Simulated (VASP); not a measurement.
Here is a VASP 6.6.1 calculation.

INCAR

```
SYSTEM = CuCl2
  ALGO = Normal
  EDIFF = 1E-6
  ENCUT = 520
  GGA = PS
  ISIF = 2
  ISMEAR = 1
  LASPH = .True.
  LCHARG = .False.
  LREAL = .False.
  LWAVE = .False.
  NBANDS = 20
  NELM = 80
  PREC = Accurate
  SIGMA = 0.1
```

File KPOINTS:

```
k-points
0
Gamma
  4 4 5
  0 0 0
```

Contents of POSCAR:

```
CuCl2
1.0
    4.5206480000      0.0000000000      0.0000000000
    0.0000000000      4.5206480000      0.0000000000
    0.0000000000      0.0000000000      4.3177120000
Cu Cl
1 2
Direct
    0.0000000000      0.0000000000      0.0000000000
    0.5000000000      0.0000000000      0.0000000000
    0.0000000000      0.5000000000      0.0000000000
```

Potentials or basis: VASP PAW PBE potentials, release 64 (Cu, Cl).

Launch:

```bash
$ cat potpaw_PBE.64/Cu/POTCAR potpaw_PBE.64/Cl/POTCAR > POTCAR
$ mpirun -np 1 vasp_std > vasp.out
```

Task: Estimate the pressure.

Result: -1.8 GPa.

Stress tensor (GPa, compression positive):
```
-2.72  0.00  0.00
 0.00 -2.72  0.00
 0.00  0.00  0.03
```

Caveat: the PAW data sets were made with another functional, which shifts forces and pressure a little; an odd number of electrons without spin polarisation forces a metal; a magnetic or distorted state may lie lower.
